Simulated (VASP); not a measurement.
# AlN (Cc) in VASP: notebook, part 2 of 2

VASP 6.6.1. Earlier steps stand in the parts before.

## (4) Single point, LDA (engineering shear strain xz -0.3000, normal strain along z +0.0400)

INCAR

```
SYSTEM = AlN
  PREC = Accurate
  ENCUT = 520
  EDIFF = 1E-7
  ISMEAR = 0
  SIGMA = 0.05
  LREAL = .FALSE.
  LASPH = .TRUE.
  NELM = 80
  ALGO = Normal
  ISIF = 2
  LWAVE = .FALSE.
  LCHARG = .FALSE.
  NBANDS = 16
```

KPOINTS

```
regular mesh
0
G
  9 9 6
  0 0 0
```

POSCAR

```
AlN
1.0
    3.0886152983      0.0000000000     -0.4632922947
   -1.5443076491      2.6748193108      0.2316461474
   -0.7415376399      0.0000000000      5.1413276366
Al N
2 2
Direct
    0.3501296280      0.6631818522      0.0107936677
    0.6869477758      0.3368181478      0.5107936677
    0.3261017825      0.6892809689      0.3742063323
    0.6368208137      0.3107190311      0.8742063323
```

Started as:

```sh
$ cat potpaw_LDA.64/Al/POTCAR potpaw_LDA.64/N/POTCAR > POTCAR
$ mpirun -np 1 vasp_std > vasp.out
```

It took 24 s on 1 thread of Intel Xeon 6975P-C (Granite Rapids), shared host; peak memory 0.19 GiB.

Results (log left out):

```
Free energy            : -31.7052 eV
Pressure               : -6.0 GPa
Largest force          : 0.028 eV/Å
Band gap on the k mesh : 2.79 eV, direct
```

Forces on the atoms (eV/Å):
```
Al   0.026 -0.012  0.001
Al   0.026  0.012  0.001
N   -0.026 -0.010 -0.001
N   -0.026  0.010 -0.001
```

Stress tensor (GPa, compression positive):
```
-16.26   0.00  26.62
  0.00  -0.25   0.00
 26.62   0.00  -1.61
```

Levels at points of the mesh, in eV from the valence-band top:
| k point | band 4 | band 5 | band 6 | band 7 | band 8 | band 9 | band 10 | band 11 | band 12 | band 13 |
| --- | --- | --- | --- | --- | --- | --- | --- | --- | --- | --- |
| (0.00, 0.00, 0.00) | -1.63 | -1.21 | -1.11 | -0.66 | 0.00 | 2.79 | 5.72 | 8.27 | 9.92 | 10.56 |
| (0.00, 0.00, 0.50) | -3.96 | -1.43 | -1.43 | -0.63 | -0.63 | 4.81 | 4.81 | 9.43 | 9.43 | 10.10 |

Caveat: the cell differs from its parent crystal (engineering shear strain xz -0.3000, normal strain along z +0.0400).

## (5) Single point, LDA (engineering shear strain xz -0.2000, normal strain along z +0.0267)

INCAR

```
SYSTEM = AlN
PREC = Accurate
ENCUT = 520
EDIFF = 1E-6
ISMEAR = 0
SIGMA = 0.05
LREAL = .False.
LASPH = .True.
NELM = 100
ALGO = Normal
ISIF = 2
LWAVE = .False.
LCHARG = .True.
GGA = CA
LELF = .True.
LVHAR = .True.
NBANDS = 16
```

KPOINTS

```
Automatic mesh
0
Gamma
  9 9 6
  0 0 0
```

POSCAR

```
AlN
1.0
    3.0886152983      0.0000000000     -0.3088615298
   -1.5443076491      2.6748193108      0.1544307649
   -0.4943584266      0.0000000000      5.0755779659
Al N
2 2
Direct
    0.3445092140      0.6653187575      0.0062906857
    0.6791904565      0.3346812425      0.5062906857
    0.3264776885      0.6766550474      0.3787093143
    0.6498226411      0.3233449526      0.8787093143
```

Potentials or basis: VASP PAW LDA potentials, release 64 (Al, N).

Started as:

```sh
$ cat potpaw_LDA.64/Al/POTCAR potpaw_LDA.64/N/POTCAR > POTCAR
$ mpirun -np 1 vasp_std > vasp.out
```

OUTCAR:

```text
SYSTEM = AlN
   PREC = Accurate
   ENCUT = 520
   EDIFF = 1E-6
   ISMEAR = 0
   LREAL = .False.
   LASPH = .True.
   NELM = 100
   ISIF = 2
   GGA = CA

 ion  position               nearest neighbor table
   1  0.345  0.665  0.006-   4 1.87   4 1.87   3 1.92   4 1.95   2 2.85   2 2.85   2 3.12   2 3.12
                             2 3.35   2 3.35
   2  0.679  0.335  0.506-   3 1.87   3 1.87   4 1.92   3 1.95   1 2.85   1 2.85   1 3.12   1 3.12
                             1 3.35   1 3.35
   3  0.326  0.677  0.379-   2 1.87   2 1.87   1 1.92   2 1.95
   4  0.650  0.323  0.879-   1 1.87   1 1.87   2 1.92   1 1.95

  LATTYP: Found a base centered monoclinic cell.
 ALAT       =     3.1040199589
 B/A-ratio  =     1.7234549688
 C/A-ratio  =     1.6429006000
 COS(beta)  =    -0.1954946733

  Lattice vectors:

 A1 = (   1.5443076491,  -2.6748193108,  -0.1544307649)
 A2 = (   1.5443076492,   2.6748193108,  -0.1544307649)
 A3 = (  -0.4943584266,   0.0000000000,   5.0755779659)

Analysis of symmetry for initial positions (statically):
=====================================================================
 Subroutine PRICEL returns:
 Original cell was already a primitive cell.

 Routine SETGRP: Setting up the symmetry group for a
[... 173 lines left out ...]

 E-fermi :   6.6488     XC(G=0): -11.2968

 val. band max:        6.4433158389   @ k =   0.0000   0.0000   0.0000
 cond. band min:       9.8596552155   @ k =   0.0000   0.0000   0.0000
 fundamental gap:      3.4163393767
 Fermi energy:         6.6487586664

 k-point     1 :       0.0000    0.0000    0.0000
  band No.  band energies     occupation
      1      -9.0631      2.00000
      2      -6.8204      2.00000
      3      -0.1274      2.00000
      4       5.1600      2.00000
      5       5.3449      2.00000
      6       5.4744      2.00000
[... 433 lines left out ...]
      3       0.6873      2.00000
      4       1.7810      2.00000
      5       2.4386      2.00000
      6       4.0464      2.00000
[... 8 lines left out ...]
     15      19.5808      0.00000
     16      21.4516      0.00000

 [... further k-points ...]
[... 5 lines left out ...]
  --------------------------------------------------------------------------------------
  -------------------------------------------------------------------------------------
  Total       -2.1212587     -0.1412510     -0.9218828     -0.0000000      0.0000000      5.2177437
  in kB      -81.8485880     -5.4501567    -35.5707700     -0.0000000      0.0000000    201.3261963
  external PRESSURE =     -40.9565049 kB  Pullay stress =       0.0000000 kB

 VOLUME and BASIS-vectors are now :
 -----------------------------------------------------------------------------
  energy-cutoff  :      520.00
  volume of cell :       41.52
      direct lattice vectors                 reciprocal lattice vectors
     3.088615298  0.000000000 -0.308861530     0.326954200  0.186928514  0.031845154
    -1.544307649  2.674819311  0.154430765     0.000000000  0.373857029  0.000000000
    -0.494358427  0.000000000  5.075577966     0.019895975 -0.000000000  0.198959754

 POSITION                                       TOTAL-FORCE (eV/Angst)
 -----------------------------------------------------------------------------------
      0.03349      1.77961      0.02827         0.018823     -0.006873      0.002065
      1.33062      0.89521      2.41163         0.018823      0.006873      0.002065
     -0.22382      1.80993      1.92583        -0.018823     -0.003631     -0.002065
      1.07331      0.86489      4.30919        -0.018823      0.003631     -0.002065
 -----------------------------------------------------------------------------------
    total drift:                               -0.000032      0.000000     -0.000189

  FREE ENERGIE OF THE ION-ELECTRON SYSTEM (eV)
  ---------------------------------------------------
  free  energy   TOTEN  =       -32.2919905059 eV

  energy  without entropy=      -32.2919905059  energy(sigma->0) =      -32.29199051
```

stdout:

```text
POSCAR found type information on POSCAR AlN
 POSCAR found :  2 types and       4 ions
 scaLAPACK will be used
 LDA part: xc-table for (Slater(with rela. corr.)+CA(PZ))
 , standard interpolation
 POSCAR, INCAR and KPOINTS ok, starting setup
 FFT: planning ... GRIDC
 FFT: planning ... GRID_SOFT
 FFT: planning ... GRID
 WAVECAR not read
 entering main loop
```

Run time: 25 s. Hardware: 1 thread of Intel Xeon 6975P-C (Granite Rapids), shared host; peak memory 0.18 GiB.

Results:

```
Free energy            : -32.2920 eV
Pressure               : -4.1 GPa
Largest force          : 0.020 eV/Å
Band gap on the k mesh : 3.42 eV, direct
```

Forces in eV/Å, atoms in the order of the input:
```
Al   0.019 -0.007  0.002
Al   0.019  0.007  0.002
N   -0.019 -0.004 -0.002
N   -0.019  0.004 -0.002
```

Levels at points of the mesh, in eV from the valence-band top:
| k point | band 4 | band 5 | band 6 | band 7 | band 8 | band 9 | band 10 | band 11 | band 12 | band 13 |
| --- | --- | --- | --- | --- | --- | --- | --- | --- | --- | --- |
| (0.00, 0.00, 0.00) | -1.28 | -1.10 | -0.97 | -0.56 | 0.00 | 3.42 | 6.18 | 9.10 | 10.41 | 10.78 |
| (0.00, 0.00, 0.50) | -3.82 | -1.16 | -1.16 | -0.60 | -0.60 | 5.55 | 5.55 | 9.65 | 9.65 | 10.40 |

Caveat: the cell differs from its parent crystal (engineering shear strain xz -0.2000, normal strain along z +0.0267).

## (6) The runs side by side

```csv
cell,gap on the mesh (eV),pressure (GPa),largest force (eV/Å)
"a = 3.123, b = 3.097, c = 5.129 Å, angles 81.6, 106.8, 120.3°, 4 atoms",2.79,-3.5,0.03
"a = 3.092, b = 3.090, c = 5.015 Å, angles 87.2, 95.7, 120.0°, 4 atoms",4.02,-1.9,0.01
"a = 3.123, b = 3.097, c = 5.195 Å, angles 81.7, 106.7, 120.3°, 4 atoms",2.79,-6.0,0.03
"a = 3.104, b = 3.092, c = 5.100 Å, angles 84.4, 101.3, 120.1°, 4 atoms",3.42,-4.1,0.02
```

Alike in all rows: task single point; level LDA; potentials or basis VASP PAW LDA potentials, release 64 (Al, N); no spin polarisation; k mesh 9 × 9 × 6; cutoff (eV) 520; smearing gaussian 0.05 eV.

Total energies depend on the potentials used, so only differences within one code and one set of settings carry meaning.
